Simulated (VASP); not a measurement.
# Ge (Pmmm) in VASP: further runs, part 2 of 3

VASP 6.6.1.

## Step 3: Single point, PBE

This run uses another cell than the first one, of 22.22 Å³/atom.

Input file INCAR:

```
PREC = Accurate
ENCUT = 520
EDIFF = 1E-6
ISMEAR = 0
SIGMA = 0.1
LREAL = False
LASPH = True
NELM = 60
ALGO = Normal
ISIF = 2
LWAVE = False
LCHARG = True
GGA = PE
LELF = True
LVHAR = True
NBANDS = 28
```

Input file KPOINTS:

```
regular mesh
0
Gamma
  6 4 4
```

Input file POSCAR:

```
Ge
1.0
    2.7898290389      0.0000000000      0.0000000000
    0.0000000000      4.1129121847      0.0000000000
    0.0000000000      0.0000000000      5.8087156014
Ge
3
Direct
    0.0000000000      0.0000000000      0.2802459333
    0.0000000000      0.0000000000      0.7197540667
    0.0000000000      0.5000000000      0.0000000000
```

Potentials or basis: VASP PAW PBE potentials, release 64 (Ge_d).

Run with:

```
cat potpaw_PBE.64/Ge_d/POTCAR > POTCAR
mpirun -np 1 vasp_std > vasp.out
```

OUTCAR:

```text
PREC = Accurate
   ENCUT = 520
   EDIFF = 1E-6
   ISMEAR = 0
   LREAL = False
   LASPH = True
   NELM = 60
   ISIF = 2
   GGA = PE

 ion  position               nearest neighbor table
   1  0.000  0.000  0.280-   2 2.55   3 2.62   3 2.62
   2  0.000  0.000  0.720-   1 2.55   3 2.62   3 2.62
   3  0.000  0.500  0.000-   1 2.62   2 2.62   1 2.62   2 2.62

  LATTYP: Found a simple orthorhombic cell.
 ALAT       =     2.7898290389
 B/A-ratio  =     1.4742524102
 C/A-ratio  =     2.0821045019

  Lattice vectors:
[... 936 lines left out ...]

  FORCE on cell =-STRESS in cart. coord.  units (eV):
  Direction    XX          YY          ZZ          XY          YZ          ZX
  --------------------------------------------------------------------------------------
  -------------------------------------------------------------------------------------
  Total        0.0181075      0.0172572      0.0953425      0.0000000      0.0000000      0.0000000
  in kB        0.4352723      0.4148332      2.2918709      0.0000000      0.0000000      0.0000000
  external PRESSURE =       1.0473255 kB  Pullay stress =       0.0000000 kB

 VOLUME and BASIS-vectors are now :
 -----------------------------------------------------------------------------
  energy-cutoff  :      520.00
  volume of cell :       66.65
      direct lattice vectors                 reciprocal lattice vectors
     2.789829039  0.000000000  0.000000000     0.358444903  0.000000000  0.000000000
     0.000000000  4.112912185  0.000000000     0.000000000  0.243136725  0.000000000
     0.000000000  0.000000000  5.808715601     0.000000000  0.000000000  0.172155097

 POSITION                                       TOTAL-FORCE (eV/Angst)
 -----------------------------------------------------------------------------------
      0.00000      0.00000      1.62787         0.000000      0.000000     -0.010551
      0.00000      0.00000      4.18085        -0.000000      0.000000      0.010551
      0.00000      2.05646      0.00000        -0.000000      0.000000      0.000000
 -----------------------------------------------------------------------------------
    total drift:                                0.000000      0.000000      0.000000

  FREE ENERGIE OF THE ION-ELECTRON SYSTEM (eV)
  ---------------------------------------------------
  free  energy   TOTEN  =       -12.7293649529 eV

  energy  without entropy=      -12.7234132674  energy(sigma->0) =      -12.72638911
```

stdout:

```text
POSCAR found type information on POSCAR Ge
 POSCAR found :  1 types and       3 ions
 scaLAPACK will be used
 LDA part: xc-table for (Slater+PW92), standard interpolation
 POSCAR, INCAR and KPOINTS ok, starting setup
 FFT: planning ... GRIDC
 FFT: planning ... GRID_SOFT
 FFT: planning ... GRID
 WAVECAR not read
 entering main loop
```

Run time: 31 s. Hardware: 1 thread of Intel Xeon 6975P-C (Granite Rapids), shared host; peak memory 0.2 GiB.

Results:

```yaml
Free_energy: -12.7294 eV
Pressure: 0.1 GPa
Largest_force: 0.011 eV/Å
Band_gap_on_the_k_mesh: zero (bands 21 and 22 overlap by 3.41 eV)
```

Forces in eV/Å, atoms in the order of the input:
```
Ge   0.000  0.000 -0.011
Ge   0.000  0.000  0.011
Ge   0.000  0.000  0.000
```

Levels at points of the mesh, in eV from the Fermi level:
| k point | band 17 | band 18 | band 19 | band 20 | band 21 | band 22 | band 23 | band 24 | band 25 | band 26 |
| --- | --- | --- | --- | --- | --- | --- | --- | --- | --- | --- |
| (0.00, 0.00, 0.00) | -8.36 | -7.75 | -3.10 | -1.56 | 1.13 | 1.52 | 3.37 | 5.00 | 5.83 | 6.07 |
| (0.50, 0.00, 0.00) | -5.22 | -5.01 | -4.51 | -1.66 | -0.97 | -0.58 | 1.78 | 3.68 | 4.72 | 5.76 |
| (0.00, 0.50, 0.00) | -9.82 | -7.45 | -5.06 | -3.62 | -0.99 | 6.15 | 6.52 | 7.18 | 8.10 | 8.13 |
| (0.50, 0.50, 0.00) | -6.55 | -3.90 | -3.81 | -2.85 | -2.46 | -1.18 | -0.95 | 2.41 | 3.95 | 5.11 |
| (0.00, 0.00, 0.50) | -10.62 | -4.73 | -2.67 | -2.29 | -0.56 | 1.35 | 2.13 | 6.42 | 6.53 | 7.44 |
| (0.50, 0.00, 0.50) | -7.32 | -4.62 | -3.60 | -0.76 | -0.18 | 0.21 | 0.74 | 2.10 | 4.41 | 5.66 |
| (0.00, 0.50, 0.50) | -9.73 | -9.61 | -4.64 | -0.74 | -0.29 | 2.42 | 3.41 | 7.76 | 8.16 | 8.34 |
| (0.50, 0.50, 0.50) | -6.45 | -6.44 | -3.15 | -2.80 | -2.46 | -1.82 | 1.86 | 3.01 | 3.54 | 5.67 |

Caveat: the k points lie up to 0.38 Å⁻¹ apart, too coarse for converged energies and pressures of a metal.

## Step 4: Relaxation of cell and atoms, PBE

Input file INCAR:

```
ALGO     = Normal         # electronic algorithm
EDIFF    = 1E-7           # SCF threshold, eV
EDIFFG   = -0.04          # ionic threshold
ENCUT    = 600            # plane-wave cutoff, eV
GGA      = PE             # functional
IBRION   = 2              # ionic algorithm
ISIF     = 3              # what is computed and relaxed
ISMEAR   = 0              # smearing method
LASPH    = True           # aspherical terms in the spheres
LCHARG   = False          # write CHGCAR
LREAL    = False          # projectors in reciprocal space
LWAVE    = False          # write WAVECAR
NELM     = 80             # most SCF steps
NSW      = 90             # ionic steps
PREC     = Accurate       # precision mode
SIGMA    = 0.1            # smearing width, eV
```

Input file KPOINTS:

```
k-points
0
Gamma
  6 4 4
```

Input file POSCAR:

```
Ge
1.0
    2.5447494100      0.0000000000      0.0000000000
    0.0000000000      4.2795485000      0.0000000000
    0.0000000000      0.0000000000      5.1890196900
Ge
3
Direct
    0.0000000000      0.0000000000      0.2558544800
    0.0000000000      0.0000000000      0.7441455200
    0.0000000000      0.5000000000      0.0000000000
```

Potentials or basis: VASP PAW PBE potentials, release 64 (Ge_d).

Run with:

```
cat potpaw_PBE.64/Ge_d/POTCAR > POTCAR
mpirun -np 1 vasp_std > vasp.out
```

OUTCAR:

```text
EDIFF = 1E-7
   EDIFFG = -0.04
   ENCUT = 600
   GGA = PE
   IBRION = 2
   ISIF = 3
   ISMEAR = 0
   LASPH = True
   LREAL = False
   NELM = 80
   NSW = 90
   PREC = Accurate

 ion  position               nearest neighbor table
   1  0.000  0.000  0.256-   3 2.52   3 2.52   2 2.53   2 2.66
   2  0.000  0.000  0.744-   3 2.52   3 2.52   1 2.53   1 2.66
   3  0.000  0.500  0.000-   1 2.52   2 2.52   1 2.52   2 2.52

  LATTYP: Found a simple orthorhombic cell.
 ALAT       =     2.5447494100
 B/A-ratio  =     1.6817170615
 C/A-ratio  =     2.0391083183

  Lattice vectors:

 A1 = (   2.5447494100,   0.0000000000,   0.0000000000)
 A2 = (   0.0000000000,   4.2795485000,   0.0000000000)
 A3 = (   0.0000000000,   0.0000000000,   5.1890196900)

Analysis of symmetry for initial positions (statically):
=====================================================================
 Subroutine PRICEL returns:
 Original cell was already a primitive cell.

 Routine SETGRP: Setting up the symmetry group for a
 simple orthorhombic supercell.

 Subroutine GETGRP returns: Found  8 space group operations
 (whereof  8 operations were pure point group operations)
 out of a pool of  8 trial point group operations.

The static configuration has the point symmetry D_2h.

Analysis of symmetry for dynamics (positions and initial velocities):
=====================================================================
 Subroutine PRICEL returns:
 Original cell was already a primitive cell.

 Routine SETGRP: Setting up the symmetry group for a
 simple orthorhombic supercell.

 Subroutine GETGRP returns: Found  8 space group operations
 (whereof  8 operations were pure point group operations)
 out of a pool of  8 trial point group operations.

The dynamic configuration has the point symmetry D_2h.

 Subroutine INISYM returns: Found  8 space group operations
 (whereof  8 operations are pure point group operations),
 and found     1 'primitive' translations

----------------------------------------------------------------------------------------

                                     Primitive cell

  volume of cell :      56.5104

  direct lattice vectors                    reciprocal lattice vectors
     2.544749410  0.000000000  0.000000000     0.392966001  0.000000000  0.000000000
     0.000000000  4.279548500  0.000000000     0.000000000  0.233669510  0.000000000
     0.000000000  0.000000000  5.189019690     0.000000000  0.000000000  0.192714628

  length of vectors
     2.544749410  4.279548500  5.189019690     0.392966001  0.233669510  0.192714628

  position of ions in fractional coordinates (direct lattice)
     0.000000000  0.000000000  0.255854480
     0.000000000  0.000000000  0.744145520
     0.000000000  0.500000000  0.000000000

  ion indices of the primitive-cell ions
   primitive index   ion index
                 1           1
                 2           2
                 3           3

----------------------------------------------------------------------------------------

 KPOINTS: k-points

Automatic generation of k-mesh.
 Grid dimensions read from file:
 generate k-points for:    6    4    4

 Generating k-lattice:

  Cartesian coordinates                     Fractional coordinates (reciprocal lattice)
     0.065494334  0.000000000  0.000000000     0.166666667  0.000000000  0.000000000
     0.000000000  0.058417377  0.000000000     0.000000000  0.250000000  0.000000000
[... 53 lines left out ...]
   LNONCOLLINEAR =      F non collinear calculations
   LSORBIT =      F    spin-orbit coupling
   LASPH  =      T    aspherical Exc in radial PAW
   ENCUT  =  600.0 eV  44.10 Ry    6.64 a.u.   5.08  8.55 10.36*2*pi/ulx,y,z
   NELM   =     80;   NELMIN=  2; NELMDL= -5     # of ELM steps
   EDIFF  = 0.1E-06   stopping-criterion for ELM
   LREAL  =      F    real-space projection
   EDIFFG = -.4E-01   stopping-criterion for IOM
   NSW    =     90    number of steps for IOM
   IBRION =      2    ionic relax: 0-MD 1-quasi-New 2-CG
   NFREE  =      1    steps in history (QN), initial steepest desc. (CG)
   ISIF   =      3    stress and relaxation
   ISYM   =      2    0-nonsym 1-usesym 2-fastsym
   POTIM  = 0.5000    time-step for ionic-motion
   TEBEG  =    0.0;   TEEND  =   0.0 temperature during run
   PSTRESS=    0.0 pullay stress
   NELECT =      42.0000    total number of electrons
   NUPDOWN=      -1.0000    fix difference up-down
   EMIN   =  10.00;   EMAX   =-10.00  energy-range for DOS
   EFERMI =   0.00;   METHOD = LEGACY
   ISMEAR =     0;   SIGMA  =   0.10  broadening in eV -4-tet -1-fermi 0-gaus
   EFERMI_NEDOS =   21; number of points for ismear=-14 and -15
   IALGO  =     38    algorithm
   IMIX   =      4    mixing-type and parameters
     AMIX     =   0.40;   BMIX     =  1.00
     AMIX_MAG =   1.60;   BMIX_MAG =  1.00
  volume/ion in A,a.u.               =      18.84       127.12
  Fermi-wavevector in a.u.,A,eV,Ry     =   1.482911  2.802296 29.919563  2.199026
  Thomas-Fermi vector in A             =   2.596638
   LORBIT       =      0    0 simple, 1 ext, 2 COOP (PROOUT), +10 PAW based schemes
   GGA     = PE    functional components
   LHFCALC =     F    Hartree Fock is set to
   AEXX    =    0.0000 exact exchange contribution
   IVDW    =     0    specifies the selected vdW correction
   LEPSILON=     F    determine dielectric tensor
   LRPA    =     F    only Hartree local field effects (RPA)
 conjugate gradient relaxation of ions
 non-spin polarized calculation
 Gauss-broadening in eV      SIGMA  =   0.10
  energy-cutoff  :      600.00
  volume of cell :       56.51
 maximum number of plane-waves:      1912
   NGX = 11   NGY = 17   NGZ = 21

--------------------------------------- Ionic step        1  -------------------------------------------

 number of electron      41.9999968 magnetization

 Free energy of the ion-electron system (eV)
  ---------------------------------------------------
  ext. energy  EPLUGINS =         0.00000000
  ---------------------------------------------------
  free energy    TOTEN  =       -12.04134234 eV

  energy without entropy =      -12.03448859  energy(sigma->0) =      -12.03791546

------------------------ aborting loop because EDIFF is reached ----------------------------------------

  FORCE on cell =-STRESS in cart. coord.  units (eV):
  Direction    XX          YY          ZZ          XY          YZ          ZX
  --------------------------------------------------------------------------------------
  -------------------------------------------------------------------------------------
  Total        6.8207202      5.7003676      4.8090544      0.0000000      0.0000000      0.0000000
  in kB      193.3804318    161.6162975    136.3458662      0.0000000      0.0000000      0.0000000
  external PRESSURE =     163.7808652 kB  Pullay stress =       0.0000000 kB
[... 24 lines left out ...]
--------------------------------------- Ionic step        2  -------------------------------------------

 number of electron      42.0000025 magnetization

 E-fermi :   3.9365     XC(G=0):  -9.6764

 val. band max:        3.9268943045   @ k =   0.1667   0.5000   0.0000
 cond. band min:       4.0214204235   @ k =   0.5000   0.0000   0.5000
 fundamental gap:      0.0945261190
 Fermi energy:         3.9364727375

 k-point     1 :       0.0000    0.0000    0.0000
  band No.  band energies     occupation
      1     -20.6925      2.00000
      2     -20.6154      2.00000
      3     -20.6108      2.00000
      4     -20.5988      2.00000
      5     -20.5674      2.00000
      6     -20.5498      2.00000
[... 730 lines left out ...]
  FREE ENERGIE OF THE ION-ELECTRON SYSTEM (eV)
  ---------------------------------------------------
  free  energy   TOTEN  =       -12.5870985020 eV

  energy  without entropy=      -12.5778637266  energy(sigma->0) =      -12.58248111

[... ionic steps 4 to 17 ...]

--------------------------------------- Ionic step       18  -------------------------------------------

 number of electron      42.0000023 magnetization

------------------------ aborting loop because EDIFF is reached ----------------------------------------
[... 69 lines left out ...]
--------------------------------------- Ionic step       20  -------------------------------------------

 number of electron      42.0000032 magnetization

 Free energy of the ion-electron system (eV)
  ---------------------------------------------------
  ext. energy  EPLUGINS =         0.00000000
  ---------------------------------------------------
  free energy    TOTEN  =       -12.72742086 eV

  energy without entropy =      -12.72074265  energy(sigma->0) =      -12.72408175

 E-fermi :   4.8247     XC(G=0): -10.1860

 val. band max:        4.7558100863   @ k =   0.1667   0.0000   0.5000
 cond. band min:       4.8365799067   @ k =   0.3333   0.0000   0.2500
 fundamental gap:      0.0807698204
 Fermi energy:         4.8246734627

 k-point     1 :       0.0000    0.0000    0.0000
  band No.  band energies     occupation
      1     -19.7734      2.00000
      2     -19.7179      2.00000
      3     -19.7172      2.00000
      4     -19.6967      2.00000
      5     -19.6799      2.00000
      6     -19.6092      2.00000
[... 693 lines left out ...]
  FREE ENERGIE OF THE ION-ELECTRON SYSTEM (eV)
  ---------------------------------------------------
  free  energy   TOTEN  =       -12.7274208557 eV

  energy  without entropy=      -12.7207426492  energy(sigma->0) =      -12.72408175

 reached required accuracy - stopping structural energy minimisation
```

Run time: 6.6 min. Hardware: 1 thread of Intel Xeon 6975P-C (Granite Rapids), shared host; peak memory 0.2 GiB.

Results:

```yaml
Free_energy: -12.7274 eV
Relaxed_volume: 22.20 Å³/atom
Relaxed_cell: a = 2.786 Å, b = 4.101 Å, c = 5.829 Å, α = 90.00°, β = 90.00°, γ = 90.00°
Space_group_after_relaxing_to_0.1_Å: Pmmm (No. 47)
Energy_gained_by_relaxing: 228.7 meV/atom
Ionic_steps: 20
Pressure_after_relaxing: 0.0 GPa
Largest_force_after_relaxing: 0.028 eV/Å
Band_gap_on_the_k_mesh: zero (bands 21 and 22 overlap by 3.41 eV)
```

Forces on the atoms (eV/Å):
```
Ge   0.000  0.000  0.028
Ge   0.000  0.000 -0.028
Ge   0.000  0.000  0.000
```

Stress tensor (GPa, compression positive):
```
 0.12  0.00  0.00
 0.00  0.04  0.00
 0.00  0.00 -0.28
```

The path:
```tsv
step	energy change (eV)	largest force (eV/Å)	pressure (GPa)	volume (Å³)
1	0.0000	1.3432	16.38	56.51
2	-0.4643	0.1726	-4.01	73.75
3	-0.5458	0.1391	-0.10	67.79
4	-0.5458	0.1221	-0.24	68.03
5	-0.5556	0.1532	-0.10	67.89
6	-0.5799	0.3040	0.08	67.53
7	-0.5652	0.2153	1.51	66.65
8	-0.5929	0.3301	0.35	67.28
9	-0.5934	0.3136	0.53	67.17
10	-0.5954	0.3088	0.54	67.16
11	-0.6004	0.2955	0.61	67.12
12	-0.6063	0.2337	0.73	67.04
13	-0.6166	0.2241	0.58	67.10
14	-0.6420	0.1693	0.18	67.25
15	-0.6725	0.0941	-0.39	67.54
16	-0.6734	0.0807	-1.24	68.01
17	-0.6818	0.0367	-0.91	67.82
18	-0.6823	0.0045	-0.84	67.77
19	-0.6841	0.0100	-0.66	67.48
20	-0.6861	0.0283	-0.04	66.60
```

Final structure:
```
Ge
1.0
     2.78648    0.00000    0.00000
     0.00000    4.10082    0.00000
     0.00000    0.00000    5.82879
Ge
3
Direct
  0.00000 0.00000 0.27990
  0.00000 0.00000 0.72010
  0.00000 0.50000 0.00000
```

Levels at points of the mesh, in eV from the Fermi level:
| k point | band 18 | band 19 | band 20 | band 21 | band 22 | band 23 | band 24 | band 25 |
| --- | --- | --- | --- | --- | --- | --- | --- | --- |
| (0.00, 0.00, 0.00) | -7.75 | -3.08 | -1.54 | 1.11 | 1.50 | 3.38 | 5.01 | 5.86 |
| (0.50, 0.00, 0.00) | -5.05 | -4.49 | -1.71 | -0.98 | -0.56 | 1.82 | 3.67 | 4.72 |
| (0.00, 0.50, 0.00) | -7.49 | -5.06 | -3.66 | -1.01 | 6.03 | 6.52 | 7.23 | 8.16 |
| (0.50, 0.50, 0.00) | -3.92 | -3.81 | -2.87 | -2.45 | -1.22 | -0.98 | 2.41 | 3.94 |
| (0.00, 0.00, 0.50) | -4.75 | -2.67 | -2.33 | -0.54 | 1.31 | 2.14 | 6.43 | 6.49 |
| (0.50, 0.00, 0.50) | -4.65 | -3.61 | -0.75 | -0.17 | 0.19 | 0.72 | 2.13 | 4.38 |
| (0.00, 0.50, 0.50) | -9.64 | -4.67 | -0.77 | -0.36 | 2.36 | 3.37 | 7.81 | 8.40 |
| (0.50, 0.50, 0.50) | -6.45 | -3.15 | -2.82 | -2.48 | -1.83 | 1.84 | 2.95 | 3.53 |

Caveat: the k points lie up to 0.38 Å⁻¹ apart in the final cell, too coarse for converged energies and pressures of a metal; the volume moved by over 15 % at a fixed basis, so the end points are rough.

(Part 2 of 3 ends here.)

The gap in the log of VASP goes by the Fermi energy; the results here count the filled bands.